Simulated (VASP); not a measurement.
# Sn2SeS3 (P-3m1) in VASP: notebook

Sn2SeS3 is run at these levels: PBE; tasks: relaxation of cell and atoms, single point.

Program: VASP 6.6.1. These are calculated values, not measurements. Logs are shortened: lines on timing, memory, paths and dates and some standing lists are left out, and cuts for length are marked.

### Step 1. The cell of the first run

Symmetry: P-3m1, No. 164, trigonal system. The conventional cell has a = 4.481 Å, b = 4.481 Å, c = 7.508 Å, α = 90.00°, β = 90.00°, γ = 120.00°. Within 3.5 Å of Sn (site symmetry 3m) lie 7 S at 2.61 to 2.99 Å and 3 Se at 3.43 Å. Se (site symmetry -3m) has 6 Sn at 3.43 Å and 8 S at 3.67 to 3.75 Å and 6 Se at 4.48 Å within 4.5 Å. S (site symmetry 3m) has 4 Sn at 2.61 to 2.66 Å and 6 S at 2.83 to 3.47 Å within 3.5 Å. Within 3.8 Å of S (site symmetry -3m) lie 6 S at 2.83 Å and 6 Sn at 2.99 Å and 2 Se at 3.75 Å.

The cell was generated, and may not be a known phase.

### Step 2. Relaxation of cell and atoms, PBE

Input file INCAR:

```
ALGO = Normal
EDIFF = 1E-6
EDIFFG = -0.04
ENCUT = 600
GGA = PE
IBRION = 2
ISIF = 3
ISMEAR = 0
LASPH = True
LCHARG = False
LREAL = False
LWAVE = False
NELM = 60
NSW = 90
PREC = Accurate
SIGMA = 0.1
```

Input file KPOINTS:

```
k-points
0
Gamma
  6 6 2
```

Input file POSCAR:

```
Sn2SeS3
1.0
    4.4813351200      0.0000000000      0.0000000000
   -2.2406675600      3.8809500500      0.0000000000
    0.0000000000      0.0000000000      7.5082128900
Sn Se S
2 1 3
Direct
    0.6666666700      0.3333333300      0.7006975400
    0.3333333300      0.6666666700      0.2993024600
    0.0000000000      0.0000000000      0.0000000000
    0.6666666700      0.3333333300      0.3462188200
    0.3333333300      0.6666666700      0.6537811800
    0.0000000000      0.0000000000      0.5000000000
```

Potentials or basis: VASP PAW PBE potentials, release 64 (Sn_d, Se, S).

Command:

```
$ cat potpaw_PBE.64/Sn_d/POTCAR potpaw_PBE.64/Se/POTCAR potpaw_PBE.64/S/POTCAR > POTCAR
$ mpirun -np 1 vasp_std > vasp.out
```

OUTCAR:

```text
EDIFF = 1E-6
   EDIFFG = -0.04
   ENCUT = 600
   GGA = PE
   IBRION = 2
   ISIF = 3
   ISMEAR = 0
   LASPH = True
   LREAL = False
   NELM = 60
   NSW = 90
   PREC = Accurate

 ion  position               nearest neighbor table
   1  0.667  0.333  0.701-   5 2.61   5 2.61   5 2.61   4 2.66   6 2.99   6 2.99   6 2.99
   2  0.333  0.667  0.299-   4 2.61   4 2.61   4 2.61   5 2.66   6 2.99   6 2.99   6 2.99
   3  0.000  0.000  0.000-
   4  0.667  0.333  0.346-   2 2.61   2 2.61   2 2.61   1 2.66
   5  0.333  0.667  0.654-   1 2.61   1 2.61   1 2.61   2 2.66
   6  0.000  0.000  0.500-   1 2.99   2 2.99   2 2.99   1 2.99   1 2.99   2 2.99

  LATTYP: Found a hexagonal cell.
 ALAT       =     4.4813351200
 C/A-ratio  =     1.6754410659

  Lattice vectors:

 A1 = (   4.4813351200,   0.0000000000,   0.0000000000)
 A2 = (  -2.2406675600,   3.8809500500,   0.0000000000)
 A3 = (   0.0000000000,   0.0000000000,   7.5082128900)

Analysis of symmetry for initial positions (statically):
=====================================================================
 Subroutine PRICEL returns:
 Original cell was already a primitive cell.

 Routine SETGRP: Setting up the symmetry group for a
 hexagonal supercell.

 Subroutine GETGRP returns: Found 12 space group operations
 (whereof 12 operations were pure point group operations)
 out of a pool of 24 trial point group operations.

The static configuration has the point symmetry D_3d.

Analysis of symmetry for dynamics (positions and initial velocities):
=====================================================================
 Subroutine PRICEL returns:
 Original cell was already a primitive cell.

 Routine SETGRP: Setting up the symmetry group for a
 hexagonal supercell.

 Subroutine GETGRP returns: Found 12 space group operations
 (whereof 12 operations were pure point group operations)
 out of a pool of 24 trial point group operations.

The dynamic configuration has the point symmetry D_3d.

 Subroutine INISYM returns: Found 12 space group operations
 (whereof 12 operations are pure point group operations),
 and found     1 'primitive' translations

----------------------------------------------------------------------------------------

                                     Primitive cell

  volume of cell :     130.5816

  direct lattice vectors                    reciprocal lattice vectors
     4.481335120  0.000000000  0.000000000     0.223147784  0.128834433  0.000000000
    -2.240667560  3.880950050  0.000000000     0.000000000  0.257668866  0.000000000
     0.000000000  0.000000000  7.508212890     0.000000000  0.000000000  0.133187486

  length of vectors
     4.481335120  4.481335114  7.508212890     0.257668866  0.257668866  0.133187486

  position of ions in fractional coordinates (direct lattice)
     0.666666670  0.333333330  0.700697540
     0.333333330  0.666666670  0.299302460
     0.000000000  0.000000000  0.000000000
     0.666666670  0.333333330  0.346218820
     0.333333330  0.666666670  0.653781180
     0.000000000  0.000000000  0.500000000

  ion indices of the primitive-cell ions
   primitive index   ion index
                 1           1
                 2           2
                 3           3
                 4           4
                 5           5
                 6           6

----------------------------------------------------------------------------------------

 KPOINTS: k-points

Automatic generation of k-mesh.
 Grid dimensions read from file:
 generate k-points for:    6    6    2

 Generating k-lattice:

  Cartesian coordinates                     Fractional coordinates (reciprocal lattice)
     0.037191297  0.021472406  0.000000000     0.166666667 -0.000000000  0.000000000
     0.000000000  0.042944811  0.000000000     0.000000000  0.166666667  0.000000000
     0.000000000  0.000000000  0.066593743     0.000000000  0.000000000  0.500000000

  Length of vectors
     0.042944811  0.042944811  0.066593743

  Shift w.r.t. Gamma in fractional coordinates (k-lattice)
     0.000000000  0.000000000  0.000000000

 Subroutine IBZKPT returns following result:
 ===========================================

 Found     14 irreducible k-points:

 Following reciprocal coordinates:
            Coordinates               Weight
  0.000000  0.000000  0.000000      1.000000
  0.166667  0.000000  0.000000      6.000000
  0.333333  0.000000  0.000000      6.000000
  0.500000 -0.000000  0.000000      3.000000
  0.166667  0.166667  0.000000      6.000000
  0.333333  0.166667  0.000000     12.000000
  0.333333  0.333333  0.000000      2.000000
  0.000000  0.000000  0.500000      1.000000
  0.166667  0.000000  0.500000      6.000000
  0.333333  0.000000  0.500000      6.000000
  0.500000 -0.000000  0.500000      3.000000
  0.166667  0.166667  0.500000      6.000000
  0.333333  0.166667  0.500000     12.000000
  0.333333  0.333333  0.500000      2.000000
   k-points           NKPTS =     14   k-points in BZ     NKDIM =     14   number of bands    NBANDS=     31
   number of dos      NEDOS =    301   number of ions     NIONS =      6
   total plane-waves  NPLWV =  77760
   dimension x,y,z NGX =    36 NGY =   36 NGZ =   60
   dimension x,y,z NGXF=    72 NGYF=   72 NGZF=  120
   ions per type =               2   1   3
   NGX,Y,Z   is equivalent  to a cutoff of  13.36, 13.36, 13.29 a.u.
   NGXF,Y,Z  is equivalent  to a cutoff of  26.71, 26.71, 26.57 a.u.
 SYSTEM =  unknown system
   PREC   = accura    normal or accurate (medium, high low for compatibility)
   ISTART =      0    job   : 0-new  1-cont  2-samecut
   ICHARG =      2    charge: 1-file 2-atom 10-const
   ISPIN  =      1    spin polarized calculation?
   LNONCOLLINEAR =      F non collinear calculations
   LSORBIT =      F    spin-orbit coupling
   LASPH  =      T    aspherical Exc in radial PAW
   ENCUT  =  600.0 eV  44.10 Ry    6.64 a.u.   8.95  8.95 15.00*2*pi/ulx,y,z
   NELM   =     60;   NELMIN=  2; NELMDL= -5     # of ELM steps
   EDIFF  = 0.1E-05   stopping-criterion for ELM
   LREAL  =      F    real-space projection
   EDIFFG = -.4E-01   stopping-criterion for IOM
   NSW    =     90    number of steps for IOM
   IBRION =      2    ionic relax: 0-MD 1-quasi-New 2-CG
   NFREE  =      1    steps in history (QN), initial steepest desc. (CG)
   ISIF   =      3    stress and relaxation
   ISYM   =      2    0-nonsym 1-usesym 2-fastsym
   POTIM  = 0.5000    time-step for ionic-motion
   TEBEG  =    0.0;   TEEND  =   0.0 temperature during run
   PSTRESS=    0.0 pullay stress
   NELECT =      52.0000    total number of electrons
   NUPDOWN=      -1.0000    fix difference up-down
   EMIN   =  10.00;   EMAX   =-10.00  energy-range for DOS
   EFERMI =   0.00;   METHOD = LEGACY
   ISMEAR =     0;   SIGMA  =   0.10  broadening in eV -4-tet -1-fermi 0-gaus
   EFERMI_NEDOS =   21; number of points for ismear=-14 and -15
   IALGO  =     38    algorithm
   IMIX   =      4    mixing-type and parameters
     AMIX     =   0.40;   BMIX     =  1.00
     AMIX_MAG =   1.60;   BMIX_MAG =  1.00
  volume/ion in A,a.u.               =      21.76       146.87
  Fermi-wavevector in a.u.,A,eV,Ry     =   1.204431  2.276045 19.737347  1.450654
  Thomas-Fermi vector in A             =   2.340156
   LORBIT       =      0    0 simple, 1 ext, 2 COOP (PROOUT), +10 PAW based schemes
   GGA     = PE    functional components
   LHFCALC =     F    Hartree Fock is set to
   AEXX    =    0.0000 exact exchange contribution
   IVDW    =     0    specifies the selected vdW correction
   LEPSILON=     F    determine dielectric tensor
   LRPA    =     F    only Hartree local field effects (RPA)
 conjugate gradient relaxation of ions
 non-spin polarized calculation
 Gauss-broadening in eV      SIGMA  =   0.10
  energy-cutoff  :      600.00
  volume of cell :      130.58
 maximum number of plane-waves:      4383
 NGX is ok and might be reduce to    36
   NGX = 17   NGY = 17   NGZ = 29

--------------------------------------- Ionic step        1  -------------------------------------------

 number of electron      52.0000010 magnetization

 Free energy of the ion-electron system (eV)
  ---------------------------------------------------
  ext. energy  EPLUGINS =         0.00000000
  ---------------------------------------------------
  free energy    TOTEN  =       -21.76633419 eV

  energy without entropy =      -21.74259014  energy(sigma->0) =      -21.75446216

------------------------ aborting loop because EDIFF is reached ----------------------------------------

  FORCE on cell =-STRESS in cart. coord.  units (eV):
  Direction    XX          YY          ZZ          XY          YZ          ZX
  --------------------------------------------------------------------------------------
  -------------------------------------------------------------------------------------
  Total        5.2428577      5.2428577      1.6360085      0.0000000      0.0000000      0.0000000
  in kB       64.3274890     64.3274888     20.0730833      0.0000000      0.0000000      0.0000000
  external PRESSURE =      49.5760204 kB  Pullay stress =       0.0000000 kB
[... 101 lines left out ...]
  FREE ENERGIE OF THE ION-ELECTRON SYSTEM (eV)
  ---------------------------------------------------
  free  energy   TOTEN  =       -22.1144637588 eV

  energy  without entropy=      -22.0812739634  energy(sigma->0) =      -22.09786886

 E-fermi :   6.0223     XC(G=0):  -9.9632

 val. band max:        5.9402351749   @ k =   0.3333   0.3333   0.5000
 cond. band min:       6.0573142342   @ k =   0.3333   0.0000   0.5000
 fundamental gap:      0.1170790592
 Fermi energy:         6.0222950933

 k-point     1 :       0.0000    0.0000    0.0000
  band No.  band energies     occupation
      1     -15.5937      2.00000
      2     -15.5920      2.00000
      3     -15.5828      2.00000
      4     -15.5828      2.00000
      5     -15.5818      2.00000
      6     -15.5818      2.00000
[... 465 lines left out ...]
     30       9.7833      0.00000
     31       9.7833      0.00000

[... ionic steps 4 to 15 ...]

--------------------------------------- Ionic step       16  -------------------------------------------

 number of electron      52.0000016 magnetization

------------------------ aborting loop because EDIFF is reached ----------------------------------------

  FORCE on cell =-STRESS in cart. coord.  units (eV):
  Direction    XX          YY          ZZ          XY          YZ          ZX
  --------------------------------------------------------------------------------------
  -------------------------------------------------------------------------------------
  Total        0.1721416      0.1721416     -0.3374441      0.0000000      0.0000000     -0.0000000
  in kB        2.0458952      2.0458952     -4.0105079      0.0000000      0.0000000     -0.0000000
  external PRESSURE =       0.0270942 kB  Pullay stress =       0.0000000 kB
[... 65 lines left out ...]
  energy  without entropy=      -23.5235081900  energy(sigma->0) =      -23.52693442

--------------------------------------- Ionic step       18  -------------------------------------------

 number of electron      51.9999991 magnetization

 Free energy of the ion-electron system (eV)
  ---------------------------------------------------
  ext. energy  EPLUGINS =         0.00000000
  ---------------------------------------------------
  free energy    TOTEN  =       -23.53179689 eV

  energy without entropy =      -23.52510923  energy(sigma->0) =      -23.52845306

 E-fermi :   6.2603     XC(G=0): -10.0473

 val. band max:        6.0598453153   @ k =   0.3333   0.3333   0.5000
 cond. band min:       6.3268579659   @ k =   0.3333   0.0000   0.5000
 fundamental gap:      0.2670126505
 Fermi energy:         6.2603086473

 k-point     1 :       0.0000    0.0000    0.0000
  band No.  band energies     occupation
      1     -15.3910      2.00000
      2     -15.3890      2.00000
      3     -15.3792      2.00000
      4     -15.3792      2.00000
      5     -15.3790      2.00000
      6     -15.3790      2.00000
[... 498 lines left out ...]
  FREE ENERGIE OF THE ION-ELECTRON SYSTEM (eV)
  ---------------------------------------------------
  free  energy   TOTEN  =       -23.5317968945 eV

  energy  without entropy=      -23.5251092335  energy(sigma->0) =      -23.52845306

 reached required accuracy - stopping structural energy minimisation
```

Wall time 29 min (1 thread of Intel Xeon 8259CL, shared host); peak memory 0.32 GiB.

What came out:

```
Free energy                           : -23.5318 eV
Relaxed volume                        : 22.47 Å³/atom
Relaxed cell                          : a = 4.160 Å, b = 4.160 Å, c = 8.998 Å, α = 90.00°, β = 90.00°, γ = 120.00°
Space group after relaxing (to 0.1 Å) : P-3m1 (No. 164)
Energy gained by relaxing             : 294.2 meV/atom
Ionic steps                           : 18
Pressure after relaxing               : -0.1 GPa
Largest force after relaxing          : 0.036 eV/Å
Band gap on the k mesh                : zero (bands 26 and 27 overlap by 1.28 eV)
```

Forces on the atoms (eV/Å):
```
Sn   0.000  0.000 -0.002
Sn   0.000  0.000  0.002
Se   0.000  0.000  0.000
S    0.000  0.000  0.036
S    0.000  0.000 -0.036
S    0.000  0.000  0.000
```

Step by step:
```tsv
step	energy change (eV)	largest force (eV/Å)	pressure (GPa)	volume (Å³)
1	0.0000	1.8235	4.96	130.58
2	-0.3473	0.8293	-2.17	143.69
3	-0.3481	0.8779	-1.87	142.88
4	-0.4844	0.8847	-1.65	139.71
5	-0.7933	0.7382	-0.09	130.45
6	-0.3974	0.4176	8.42	112.99
7	-0.8263	0.6305	1.43	126.05
8	-0.9600	0.4450	0.84	126.35
9	-1.1920	0.3181	0.33	127.12
10	-1.4303	0.4541	0.72	128.20
11	-1.4765	1.2679	3.03	128.74
12	-1.5815	0.8943	1.97	128.95
13	-1.7155	0.4349	-1.65	138.00
14	-1.7159	0.4609	-1.49	137.47
15	-1.7568	0.0428	0.50	134.00
16	-1.7614	0.0831	0.00	134.81
17	-1.7640	0.0478	-0.05	134.82
18	-1.7655	0.0356	-0.10	134.82
```

Final structure:
```yaml
crystal:
  lattice:
    - [4.15960, 0.00000, 0.00000]
    - [-2.07980, 3.60232, 0.00000]
    - [0.00000, 0.00000, 8.99779]
  atoms:
    - { symbol: Sn, position: [0.66667, 0.33333, 0.79822] }
    - { symbol: Sn, position: [0.33333, 0.66667, 0.20178] }
    - { symbol: Se, position: [0.00000, 0.00000, 0.00000] }
    - { symbol: S, position: [0.66667, 0.33333, 0.34277] }
    - { symbol: S, position: [0.33333, 0.66667, 0.65723] }
    - { symbol: S, position: [0.00000, 0.00000, 0.50000] }
```

Levels at points of the mesh, in eV from the Fermi level:
```
           k point  band 23  band 24  band 25  band 26  band 27  band 28  band 29  band 30
(0.00, 0.00, 0.00)    -1.97    -1.54    -1.32    -1.01    -1.01     0.73     0.96     2.05
(0.50, 0.00, 0.00)    -2.69    -2.04    -1.79     0.07     0.59     1.87     1.96     3.20
(0.00, 0.00, 0.50)    -1.91    -1.91    -1.17    -1.17    -0.31    -0.28     1.77     2.87
(0.50, 0.00, 0.50)    -2.01    -1.80    -0.54    -0.47     0.39     0.50     2.89     3.58
```

Caveat: the k points lie up to 0.35 Å⁻¹ apart in the final cell, too coarse for converged energies and pressures of a metal; a cell axis changed by over 15 % at a fixed basis, so the end point is rough; spin-orbit coupling is left out, which moves the levels of the heavy elements.

### Step 3. Single point, PBE

This run uses another cell than the first one, of 22.44 Å³/atom.

Input file INCAR:

```
  PREC = Accurate
  ENCUT = 520
  EDIFF = 1E-6
  ISMEAR = 0
  SIGMA = 0.1
  LREAL = F
  LASPH = T
  NELM = 80
  ALGO = Normal
  ISIF = 2
  LWAVE = F
  LCHARG = F
  GGA = PE
  NBANDS = 35
```

Input file KPOINTS:

```
regular mesh
0
Gamma
  12 12 4
```

Input file POSCAR:

```
Sn2SeS3
1.0
    4.1348717843      0.0000000000      0.0000000000
   -2.0674358922      3.5809040066      0.0000000000
    0.0000000000      0.0000000000      9.0942594042
Sn Se S
2 1 3
Direct
    0.6666666667      0.3333333333      0.7999183880
    0.3333333333      0.6666666667      0.2000816120
    0.0000000000      0.0000000000      0.0000000000
    0.6666666667      0.3333333333      0.3444092409
    0.3333333333      0.6666666667      0.6555907591
    0.0000000000      0.0000000000      0.5000000000
```

Potentials or basis: VASP PAW PBE potentials, release 64 (Sn_d, Se, S).

Command:

```
$ cat potpaw_PBE.64/Sn_d/POTCAR potpaw_PBE.64/Se/POTCAR potpaw_PBE.64/S/POTCAR > POTCAR
$ mpirun -np 1 vasp_std > vasp.out
```

OUTCAR:

```text
PREC = Accurate
   ENCUT = 520
   EDIFF = 1E-6
   ISMEAR = 0
   LREAL = F
   LASPH = T
   NELM = 80
   ISIF = 2
   GGA = PE

 ion  position               nearest neighbor table
   1  0.667  0.333  0.800-   5 2.72   5 2.72   5 2.72   3 3.00   3 3.00   3 3.00
   2  0.333  0.667  0.200-   4 2.72   4 2.72   4 2.72   3 3.00   3 3.00   3 3.00
   3  0.000  0.000  0.000-   1 3.00   2 3.00   1 3.00   2 3.00   1 3.00   2 3.00
   4  0.667  0.333  0.344-   2 2.72   2 2.72   2 2.72   6 2.78   6 2.78   6 2.78
   5  0.333  0.667  0.656-   1 2.72   1 2.72   1 2.72   6 2.78   6 2.78   6 2.78
   6  0.000  0.000  0.500-   4 2.78   5 2.78   4 2.78   5 2.78   4 2.78   5 2.78
[... 1121 lines left out ...]
  Total       -0.0477735     -0.0477735     -0.0028981      0.0000000      0.0000000     -0.0000000
  in kB       -0.5684278     -0.5684278     -0.0344822      0.0000000      0.0000000     -0.0000000
  external PRESSURE =      -0.3904459 kB  Pullay stress =       0.0000000 kB

 VOLUME and BASIS-vectors are now :
 -----------------------------------------------------------------------------
  energy-cutoff  :      520.00
  volume of cell :      134.65
      direct lattice vectors                 reciprocal lattice vectors
     4.134871784  0.000000000  0.000000000     0.241845468  0.139629546  0.000000000
    -2.067435892  3.580904007  0.000000000     0.000000000  0.279259092  0.000000000
     0.000000000  0.000000000  9.094259404     0.000000000  0.000000000  0.109959476

 POSITION                                       TOTAL-FORCE (eV/Angst)
 -----------------------------------------------------------------------------------
      2.06744      1.19363      7.27467        -0.000000      0.000000     -0.011469
     -0.00000      2.38727      1.81959         0.000000      0.000000      0.011469
      0.00000      0.00000      0.00000         0.000000      0.000000      0.000000
      2.06744      1.19363      3.13215         0.000000      0.000000     -0.004749
     -0.00000      2.38727      5.96211        -0.000000     -0.000000      0.004749
      0.00000      0.00000      4.54713         0.000000      0.000000      0.000000
 -----------------------------------------------------------------------------------
    total drift:                               -0.000000      0.000000      0.000000

  FREE ENERGIE OF THE ION-ELECTRON SYSTEM (eV)
  ---------------------------------------------------
  free  energy   TOTEN  =       -23.4683472467 eV

  energy  without entropy=      -23.4543829732  energy(sigma->0) =      -23.46136511
```

stdout:

```text
POSCAR found type information on POSCAR SnSeS
 POSCAR found :  3 types and       6 ions
 scaLAPACK will be used
 LDA part: xc-table for (Slater+PW92), standard interpolation
 POSCAR, INCAR and KPOINTS ok, starting setup
 FFT: planning ... GRIDC
 FFT: planning ... GRID_SOFT
 FFT: planning ... GRID
 WAVECAR not read
 entering main loop
```

Run time: 8.4 min. Hardware: 1 thread of Intel Xeon 8259CL, shared host; peak memory 0.44 GiB.

What came out:

- Free energy: -23.4683 eV
- Pressure: 0.0 GPa
- Largest force: 0.011 eV/Å
- Band gap on the k mesh: zero (bands 26 and 27 overlap by 1.27 eV)

Forces on the atoms (eV/Å):
```
Sn   0.000  0.000 -0.011
Sn   0.000  0.000  0.011
Se   0.000  0.000  0.000
S    0.000  0.000 -0.005
S    0.000  0.000  0.005
S    0.000  0.000  0.000
```

Caveat: spin-orbit coupling is left out, which moves the levels of the heavy elements.

The gap in the log of VASP goes by the Fermi energy; the results here count the filled bands.